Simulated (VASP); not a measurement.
# TiSe2 (lda) (P-3m1) in VASP: notebook

The runs below take TiSe2 (lda) through relaxation of cell and atoms, single point, with LDA.

The COD entry that gives the cell may itself be a prediction, so a difference from it is no test against experiment.

Everything below comes from runs of VASP 6.6.1. Logs are shortened: lines on timing, memory, paths and dates and some standing lists are left out, and cuts for length are marked.

## 1. The cell of the first run

The structure is trigonal, space group P-3m1 (No. 164). The conventional cell has a = 3.536 Å, b = 3.536 Å, c = 6.004 Å, α = 90.00°, β = 90.00°, γ = 120.00°. Ti (site symmetry -3m) has 6 Se at 2.55 Å within 3.4 Å. Se (site symmetry 3m) has 3 Ti at 2.55 Å within 3.4 Å.

## 2. Relaxation of cell and atoms, LDA

File INCAR:

```
  PREC = Accurate
  ENCUT = 500
  EDIFF = 1E-7
  ISMEAR = 0
  SIGMA = 0.1
  LREAL = False
  LASPH = True
  NELM = 120
  ALGO = Normal
  ISIF = 3
  LWAVE = False
  LCHARG = False
  GGA = CA
  IBRION = 2
  NSW = 100
  EDIFFG = -0.002
  GGA_COMPAT = False
  NELMIN = 4
```

File KPOINTS:

```
Automatic mesh
0
Gamma
  15 15 8
```

File POSCAR:

```
TiSe2
1.0
    3.5360000000      0.0000000000      0.0000000000
   -1.7680000000      3.0622658280      0.0000000000
    0.0000000000      0.0000000000      6.0040000000
Ti Se
1 2
Direct
    0.0000000000      0.0000000000      0.0000000000
    0.3333333330      0.6666666670      0.2552000000
    0.6666666670      0.3333333330      0.7448000000
```

Potentials or basis: VASP PAW LDA potentials, release 64 (Ti_sv, Se).

Command:

```console
cat potpaw_LDA.64/Ti_sv/POTCAR potpaw_LDA.64/Se/POTCAR > POTCAR
mpirun -np 1 vasp_std > vasp.out
```

OUTCAR:

```text
PREC = Accurate
   ENCUT = 500
   EDIFF = 1E-7
   ISMEAR = 0
   LREAL = False
   LASPH = True
   NELM = 120
   ISIF = 3
   GGA = CA
   IBRION = 2
   NSW = 100
   EDIFFG = -0.002
   NELMIN = 4

 ion  position               nearest neighbor table
   1  0.000  0.000  0.000-   2 2.55   3 2.55   3 2.55   2 2.55   3 2.55   2 2.55
   2  0.333  0.667  0.255-   1 2.55   1 2.55   1 2.55
   3  0.667  0.333  0.745-   1 2.55   1 2.55   1 2.55

  LATTYP: Found a hexagonal cell.
 ALAT       =     3.5360000000
 C/A-ratio  =     1.6979638009

  Lattice vectors:

 A1 = (   3.5360000000,   0.0000000000,   0.0000000000)
 A2 = (  -1.7680000000,   3.0622658280,   0.0000000000)
 A3 = (   0.0000000000,   0.0000000000,   6.0040000000)

Analysis of symmetry for initial positions (statically):
=====================================================================
 Subroutine PRICEL returns:
 Original cell was already a primitive cell.

 Routine SETGRP: Setting up the symmetry group for a
 hexagonal supercell.

 Subroutine GETGRP returns: Found 12 space group operations
 (whereof 12 operations were pure point group operations)
 out of a pool of 24 trial point group operations.

The static configuration has the point symmetry D_3d.

Analysis of symmetry for dynamics (positions and initial velocities):
=====================================================================
 Subroutine PRICEL returns:
 Original cell was already a primitive cell.

 Routine SETGRP: Setting up the symmetry group for a
 hexagonal supercell.

 Subroutine GETGRP returns: Found 12 space group operations
 (whereof 12 operations were pure point group operations)
 out of a pool of 24 trial point group operations.

The dynamic configuration has the point symmetry D_3d.

 Subroutine INISYM returns: Found 12 space group operations
 (whereof 12 operations are pure point group operations),
 and found     1 'primitive' translations

----------------------------------------------------------------------------------------

                                     Primitive cell

  volume of cell :      65.0123

  direct lattice vectors                    reciprocal lattice vectors
     3.536000000  0.000000000  0.000000000     0.282805430  0.163277791  0.000000000
[... 104 lines left out ...]
   EFERMI_NEDOS =   21; number of points for ismear=-14 and -15
   IALGO  =     38    algorithm
   IMIX   =      4    mixing-type and parameters
     AMIX     =   0.40;   BMIX     =  1.00
     AMIX_MAG =   1.60;   BMIX_MAG =  1.00
  volume/ion in A,a.u.               =      21.67       146.24
  Fermi-wavevector in a.u.,A,eV,Ry     =   1.174393  2.219280 18.765127  1.379198
  Thomas-Fermi vector in A             =   2.310790
   LORBIT       =      0    0 simple, 1 ext, 2 COOP (PROOUT), +10 PAW based schemes
   GGA     = CA    functional components
   LHFCALC =     F    Hartree Fock is set to
   AEXX    =    0.0000 exact exchange contribution
   IVDW    =     0    specifies the selected vdW correction
   LEPSILON=     F    determine dielectric tensor
   LRPA    =     F    only Hartree local field effects (RPA)
 conjugate gradient relaxation of ions
 non-spin polarized calculation
 Gauss-broadening in eV      SIGMA  =   0.10
  energy-cutoff  :      500.00
  volume of cell :       65.01
 maximum number of plane-waves:      1672
 NGX is ok and might be reduce to    28
   NGX = 13   NGY = 13   NGZ = 21

--------------------------------------- Ionic step        1  -------------------------------------------

 number of electron      24.0000002 magnetization

 Free energy of the ion-electron system (eV)
  ---------------------------------------------------
  ext. energy  EPLUGINS =         0.00000000
  ---------------------------------------------------
  free energy    TOTEN  =       -20.27152240 eV

  energy without entropy =      -20.26704278  energy(sigma->0) =      -20.26928259

------------------------ aborting loop because EDIFF is reached ----------------------------------------

  FORCE on cell =-STRESS in cart. coord.  units (eV):
  Direction    XX          YY          ZZ          XY          YZ          ZX
  --------------------------------------------------------------------------------------
  -------------------------------------------------------------------------------------
  Total       -1.9962492     -1.9962492     -1.5042739      0.0000000      0.0000000      0.0000000
  in kB      -49.1959676    -49.1959676    -37.0716287      0.0000000      0.0000000      0.0000000
  external PRESSURE =     -45.1545213 kB  Pullay stress =       0.0000000 kB
[... 92 lines left out ...]
  FREE ENERGIE OF THE ION-ELECTRON SYSTEM (eV)
  ---------------------------------------------------
  free  energy   TOTEN  =       -20.3190559185 eV

  energy  without entropy=      -20.3144493284  energy(sigma->0) =      -20.31675262

[... ionic steps 4 to 11 ...]

--------------------------------------- Ionic step       12  -------------------------------------------

 number of electron      24.0000000 magnetization

------------------------ aborting loop because EDIFF is reached ----------------------------------------
[... 69 lines left out ...]
--------------------------------------- Ionic step       14  -------------------------------------------

 number of electron      24.0000000 magnetization

 Free energy of the ion-electron system (eV)
  ---------------------------------------------------
  ext. energy  EPLUGINS =         0.00000000
  ---------------------------------------------------
  free energy    TOTEN  =       -20.33937665 eV

  energy without entropy =      -20.33432853  energy(sigma->0) =      -20.33685259

 E-fermi :   5.6607     XC(G=0): -10.7333

 val. band max:        5.6541484537   @ k =   0.0667   0.0000   0.5000
 cond. band min:       5.6708256198   @ k =   0.4667   0.0000   0.2500
 fundamental gap:      0.0166771661
 Fermi energy:         5.6607138202

 k-point     1 :       0.0000    0.0000    0.0000
  band No.  band energies     occupation
      1     -51.0094      2.00000
      2     -27.6517      2.00000
      3     -27.6212      2.00000
      4     -27.6212      2.00000
      5      -8.7022      2.00000
      6      -6.9859      2.00000
[... 433 lines left out ...]
      3     -27.6776      2.00000
      4     -27.6205      2.00000
      5      -6.7350      2.00000
      6      -6.6476      2.00000
[... 8 lines left out ...]
     15       7.5463      0.00000
     16       8.5592      0.00000

 [... further k-points ...]
[... 5 lines left out ...]
  --------------------------------------------------------------------------------------
  -------------------------------------------------------------------------------------
  Total        0.0046912      0.0046912     -0.0009719      0.0000000      0.0000000     -0.0000000
  in kB        0.1262295      0.1262295     -0.0261512      0.0000000      0.0000000     -0.0000000
  external PRESSURE =       0.0754360 kB  Pullay stress =       0.0000000 kB
[... 18 lines left out ...]
  FREE ENERGIE OF THE ION-ELECTRON SYSTEM (eV)
  ---------------------------------------------------
  free  energy   TOTEN  =       -20.3393766522 eV

  energy  without entropy=      -20.3343285298  energy(sigma->0) =      -20.33685259

 reached required accuracy - stopping structural energy minimisation
```

Wall time 27 min (1 thread of Intel Xeon Platinum 8375C at 2.90GHz (Ice Lake), shared host); peak memory 0.34 GiB.

Results:

| Property | Result |
| --- | --- |
| Free energy | -20.3394 eV |
| Relaxed volume | 19.85 Å³/atom |
| Relaxed cell | a = 3.440 Å, b = 3.440 Å, c = 5.810 Å, α = 90.00°, β = 90.00°, γ = 120.00° |
| Space group after relaxing (to 0.05 Å) | P-3m1 (No. 164) |
| Energy gained by relaxing | 22.6 meV/atom |
| Ionic steps | 14 |
| Pressure after relaxing | 0.0 GPa |
| Band gap on the k mesh | zero (band 12 reaches 6.20 eV, above the bottom of band 13 at 5.38 eV) |

Step by step:
```csv
step,energy change (eV),largest force (eV/Å),pressure (GPa),volume (Å³)
1,0.0000,0.2437,-4.52,65.01
2,-0.0106,0.8443,4.39,59.43
3,-0.0475,0.3044,-0.15,61.95
4,-0.0563,0.2045,-0.16,61.46
5,-0.0606,0.0690,-0.15,60.83
6,-0.0629,0.0707,-0.04,60.53
7,-0.0670,0.0710,0.36,59.64
8,-0.0673,0.0677,0.55,59.28
9,-0.0673,0.0711,-0.38,59.54
10,-0.0678,0.0039,0.07,59.42
11,-0.0678,0.0024,0.08,59.41
12,-0.0678,0.0027,0.05,59.46
13,-0.0679,0.0032,-0.01,59.54
14,-0.0679,0.0008,0.01,59.54
```

Final structure:
```
Ti Se
1.0
     3.44003    0.00000    0.00000
    -1.72001    2.97915    0.00000
     0.00000    0.00000    5.80998
Ti Se
1 2
Direct
  0.00000 0.00000 0.00000
  0.33333 0.66667 0.26520
  0.66667 0.33333 0.73480
```

Levels at points of the mesh, in eV from the Fermi level:
```
           k point  band 8  band 9  band 10  band 11  band 12  band 13  band 14  band 15  band 16
(0.00, 0.00, 0.00)   -2.24   -2.24     0.47     0.54     0.54     0.55     0.75     0.75     3.49
(0.00, 0.00, 0.50)   -3.00   -2.16    -2.16     0.41     0.41     0.51     0.51     1.36     3.98
```

LDA usually gives volumes a few per cent too small. Zero-point motion and thermal expansion aren't in these numbers.

## 3. Single point, LDA

This run uses another cell than the first one, of 19.82 Å³/atom, 0.914 times its volume.

File INCAR:

```
SYSTEM = TiSe2
PREC = Accurate
ENCUT = 500
EDIFF = 1E-6
ISMEAR = 0
SIGMA = 0.1
LREAL = .False.
LASPH = .True.
NELM = 120
ALGO = Normal
ISIF = 2
LWAVE = .False.
LCHARG = .False.
NBANDS = 19
GGA_COMPAT = .False.
```

File KPOINTS:

```
Automatic mesh
0
Gamma
  15 15 8
  0 0 0
```

File POSCAR:

```
TiSe2
1.0
    3.4376352170      0.0000000000      0.0000000000
   -1.7188176085      2.9770794268      0.0000000000
    0.0000000000      0.0000000000      5.8090427323
Ti Se
1 2
Direct
    0.0000000000      0.0000000000      0.0000000000
    0.3333333333      0.6666666667      0.2648528128
    0.6666666667      0.3333333333      0.7351471872
```

Potentials or basis: VASP PAW LDA potentials, release 64 (Ti_sv, Se).

Command:

```console
cat potpaw_LDA.64/Ti_sv/POTCAR potpaw_LDA.64/Se/POTCAR > POTCAR
mpirun -np 1 vasp_std > vasp.out
```

It took 4.1 min on 1 thread of AMD EPYC 7R43 (Zen 3), shared host; peak memory 0.27 GiB.

Results (log left out):

* Free energy: -20.3384 eV
* Pressure: 0.3 GPa
* Largest force: 0.039 eV/Å
* Band gap on the k mesh: zero (band 12 reaches 6.21 eV, above the bottom of band 13 at 5.39 eV)

Forces on the atoms (eV/Å):
```
Ti   0.000  0.000  0.000
Se   0.000  0.000  0.039
Se   0.000  0.000 -0.039
```

Levels at points of the mesh, in eV from the Fermi level:
| k point | band 9 | band 10 | band 11 | band 12 | band 13 | band 14 | band 15 | band 16 |
| --- | --- | --- | --- | --- | --- | --- | --- | --- |
| (0.00, 0.00, 0.00) | -2.25 | 0.47 | 0.54 | 0.54 | 0.55 | 0.75 | 0.75 | 3.51 |
| (0.00, 0.00, 0.50) | -2.17 | -2.17 | 0.42 | 0.42 | 0.51 | 0.51 | 1.37 | 4.00 |

## 4. Relaxation of cell and atoms, LDA

This run uses another cell than the first one, of 19.82 Å³/atom, 0.914 times its volume.

File INCAR:

```
SYSTEM = TiSe2
PREC     = Accurate       ! precision mode
ENCUT    = 500            ! plane-wave cutoff, eV
EDIFF    = 1E-7           ! SCF threshold, eV
ISMEAR   = 0              ! smearing method
SIGMA    = 0.1            ! smearing width, eV
LREAL    = .FALSE.        ! projectors in reciprocal space
LASPH    = .TRUE.         ! aspherical terms in the spheres
NELM     = 120            ! most SCF steps
ALGO     = Normal         ! electronic algorithm
ISIF     = 3              ! what is computed and relaxed
LWAVE    = .FALSE.        ! write WAVECAR
LCHARG   = .FALSE.        ! write CHGCAR
GGA      = CA             ! functional
IBRION   = 2              ! ionic algorithm
NSW      = 100            ! ionic steps
EDIFFG   = -0.002         ! ionic threshold
GGA_COMPAT= .FALSE.      
NELMIN   = 4
```

File KPOINTS:

```
Automatic mesh
0
G
  15 15 8
  0 0 0
```

POSCAR is that of step 3.

Potentials or basis: VASP PAW LDA potentials, release 64 (Ti_sv, Se).

Command:

```console
cat potpaw_LDA.64/Ti_sv/POTCAR potpaw_LDA.64/Se/POTCAR > POTCAR
mpirun -np 1 vasp_std > vasp.out
```

OUTCAR:

```text
SYSTEM = TiSe2
   PREC = Accurate
   ENCUT = 500
   EDIFF = 1E-7
   ISMEAR = 0
   LREAL = .FALSE.
   LASPH = .TRUE.
   NELM = 120
   ISIF = 3
   GGA = CA
   IBRION = 2
   NSW = 100
   EDIFFG = -0.002
   NELMIN = 4

 ion  position               nearest neighbor table
   1  0.000  0.000  0.000-   2 2.51   3 2.51   2 2.51   3 2.51   3 2.51   2 2.51
   2  0.333  0.667  0.265-   1 2.51   1 2.51   1 2.51
   3  0.667  0.333  0.735-   1 2.51   1 2.51   1 2.51

  LATTYP: Found a hexagonal cell.
 ALAT       =     3.4376352170
 C/A-ratio  =     1.6898368691

  Lattice vectors:

 A1 = (   3.4376352170,   0.0000000000,   0.0000000000)
 A2 = (  -1.7188176085,   2.9770794268,   0.0000000000)
 A3 = (   0.0000000000,   0.0000000000,   5.8090427323)

Analysis of symmetry for initial positions (statically):
[... 439 lines left out ...]
  ---------------------------------------------------
  ext. energy  EPLUGINS =         0.00000000
  ---------------------------------------------------
  free energy    TOTEN  =       -20.33856329 eV

  energy without entropy =      -20.33351144  energy(sigma->0) =      -20.33603737

 E-fermi :   5.6644     XC(G=0): -10.7350

 val. band max:        5.6571880791   @ k =   0.0667   0.0000   0.5000
 cond. band min:       5.6746321896   @ k =   0.4667   0.0000   0.2500
 fundamental gap:      0.0174441106
 Fermi energy:         5.6643865184

 k-point     1 :       0.0000    0.0000    0.0000
  band No.  band energies     occupation
      1     -51.0056      2.00000
      2     -27.6477      2.00000
      3     -27.6173      2.00000
      4     -27.6173      2.00000
      5      -8.7000      2.00000
      6      -6.9816      2.00000
[... 433 lines left out ...]
      3     -27.6738      2.00000
      4     -27.6165      2.00000
      5      -6.7322      2.00000
      6      -6.6442      2.00000
[... 8 lines left out ...]
     15       7.5504      0.00000
     16       8.5633      0.00000

 [... further k-points ...]
[... 5 lines left out ...]
  --------------------------------------------------------------------------------------
  -------------------------------------------------------------------------------------
  Total        0.0015134      0.0015134      0.0017531     -0.0000000      0.0000000      0.0000000
  in kB        0.0407352      0.0407352      0.0471860     -0.0000000      0.0000000      0.0000000
  external PRESSURE =       0.0428855 kB  Pullay stress =       0.0000000 kB
[... 18 lines left out ...]
  FREE ENERGIE OF THE ION-ELECTRON SYSTEM (eV)
  ---------------------------------------------------
  free  energy   TOTEN  =       -20.3385632936 eV

  energy  without entropy=      -20.3335114378  energy(sigma->0) =      -20.33603737

 reached required accuracy - stopping structural energy minimisation
```

OSZICAR:

```text
N       E                     dE             d eps       ncg     rms          rms(c)
DAV:   1     0.196261463337E+03    0.19626E+03   -0.11522E+04  6144   0.144E+03
DAV:   2    -0.359507342991E+01   -0.19986E+03   -0.19802E+03  6760   0.370E+02
[... 70 lines left out ...]
DAV:   2    -0.203386265594E+02   -0.91706E-05   -0.13952E-03  7744   0.303E-01    0.534E-02
DAV:   3    -0.203385675341E+02    0.59025E-04   -0.54213E-04  8200   0.155E-01    0.163E-02
DAV:   4    -0.203385628208E+02    0.47133E-05   -0.33097E-05  8504   0.494E-02    0.602E-03
DAV:   5    -0.203385630985E+02   -0.27774E-06   -0.17749E-06  7168   0.121E-02    0.318E-03
DAV:   6    -0.203385632776E+02   -0.17912E-06   -0.68017E-07  9392   0.453E-03    0.141E-03
DAV:   7    -0.203385632936E+02   -0.15935E-07   -0.52591E-08  3384   0.223E-03
   8 F= -.20338563E+02 E0= -.20336037E+02  d E =-.118006E-04
```

CONTCAR:

```text
TiSe2
   1.00000000000000
     3.4400000928048295   -0.0000000000000000    0.0000000000000000
    -1.7200000464024148    2.9791274693236414    0.0000000000000000
    -0.0000000000000000    0.0000000000000000    5.8082953798604482
  Ti              Se
     1     2
Direct
     0.0000000000000000    1.0000000000000000    0.0000000000000000
     0.3333333332999970    0.6666666667000030    0.2652791129599727
     0.6666666667000030    0.3333333332999970    0.7347208870400274

  0.00000000E+00  0.00000000E+00  0.00000000E+00
  0.00000000E+00  0.00000000E+00  0.00000000E+00
  0.00000000E+00  0.00000000E+00  0.00000000E+00
```

Run time: 16 min. Hardware: 1 thread of AMD EPYC 7R43 (Zen 3), shared host; peak memory 0.27 GiB.

What came out:

```yaml
Free_energy: -20.3386 eV
Relaxed_volume: 19.84 Å³/atom
Relaxed_cell: a = 3.440 Å, b = 3.440 Å, c = 5.808 Å, α = 90.00°, β = 90.00°, γ = 120.00°
Space_group_after_relaxing_to_0.05_Å: P-3m1 (No. 164)
Energy_gained_by_relaxing: 0.1 meV/atom
Ionic_steps: 8
Pressure_after_relaxing: 0.0 GPa
Band_gap_on_the_k_mesh: zero (band 12 reaches 6.20 eV, above the bottom of band 13 at 5.38 eV)
```

The path:
```csv
step,energy change (eV),largest force (eV/Å),pressure (GPa),volume (Å³)
1,0.0000,0.0392,0.26,59.45
2,0.0000,0.0341,-0.31,59.73
3,-0.0001,0.0050,-0.01,59.58
4,-0.0001,0.0057,-0.01,59.58
5,-0.0001,0.0048,-0.01,59.57
6,-0.0002,0.0022,0.00,59.55
7,-0.0002,0.0028,0.00,59.50
8,-0.0002,0.0002,0.00,59.52
```

Final structure:
```yaml
crystal:
  lattice:
    - [3.44000, 0.00000, 0.00000]
    - [-1.72000, 2.97913, 0.00000]
    - [0.00000, 0.00000, 5.80830]
  atoms:
    - { symbol: Ti, position: [0.00000, 0.00000, 0.00000] }
    - { symbol: Se, position: [0.33333, 0.66667, 0.26528] }
    - { symbol: Se, position: [0.66667, 0.33333, 0.73472] }
```

Levels at points of the mesh, in eV from the Fermi level:
```csv
k point,band 10,band 11,band 12,band 13,band 14,band 15
"(0.00, 0.00, 0.00)",0.47,0.54,0.54,0.55,0.75,0.75
"(0.00, 0.00, 0.50)",-2.16,0.41,0.41,0.51,0.51,1.36
```

## 5. Single point, LDA

This run uses another cell than the first one, of 19.82 Å³/atom, 0.914 times its volume.

File INCAR:

```
SYSTEM = TiSe2
PREC = Accurate
ENCUT = 500
EDIFF = 1E-6
ISMEAR = 0
SIGMA = 0.1
LREAL = .FALSE.
LASPH = .TRUE.
NELM = 120
ALGO = Normal
ISIF = 2
LWAVE = .FALSE.
LCHARG = .FALSE.
NBANDS = 19
GGA_COMPAT = .FALSE.
```

KPOINTS is that of step 4.

POSCAR is that of step 4.

Command:

```console
cat potpaw_LDA.64/Ti_sv/POTCAR potpaw_LDA.64/Se/POTCAR > POTCAR
mpirun -np 1 vasp_std > vasp.out
```

Wall time 3.7 min (1 thread of AMD EPYC 7R43 (Zen 3), shared host); peak memory 0.27 GiB.

The run converged. Its results:

| Quantity | Value |
| --- | --- |
| Free energy | -20.3384 eV |
| Pressure | 0.3 GPa |
| Largest force | 0.039 eV/Å |
| Band gap on the k mesh | zero (band 12 reaches 6.21 eV, above the bottom of band 13 at 5.39 eV) |

Forces in eV/Å, atoms in the order of the input:
```
Ti   0.000  0.000  0.000
Se   0.000  0.000  0.039
Se   0.000  0.000 -0.039
```

Levels at points of the mesh, in eV from the Fermi level:
```tsv
k point	band 10	band 11	band 12	band 13	band 14	band 15
(0.00, 0.00, 0.00)	0.47	0.54	0.54	0.55	0.75	0.75
(0.00, 0.00, 0.50)	-2.17	0.42	0.42	0.51	0.51	1.37
```

## 6. Overview

```csv
task,cell,gap on the mesh (eV),pressure (GPa),relaxed volume (Å³/atom)
relaxation of cell and atoms,"relaxed from a = 3.536, b = 3.536, c = 6.004 Å, angles 90.0, 90.0, 120.0°, 3 atoms",none,0.0,19.85
single point,"a = 3.438, b = 3.438, c = 5.809 Å, angles 90.0, 90.0, 120.0°, 3 atoms",none,0.3,-
relaxation of cell and atoms,"relaxed from a = 3.438, b = 3.438, c = 5.809 Å, angles 90.0, 90.0, 120.0°, 3 atoms",none,0.0,19.84
```

Alike in all rows: level LDA; potentials or basis VASP PAW LDA potentials, release 64 (Ti_sv, Se); no spin polarisation; k mesh 15 × 15 × 8; cutoff (eV) 500; smearing gaussian 0.1 eV.

Total energies depend on the potentials used, so only differences within one code and one set of settings carry meaning.
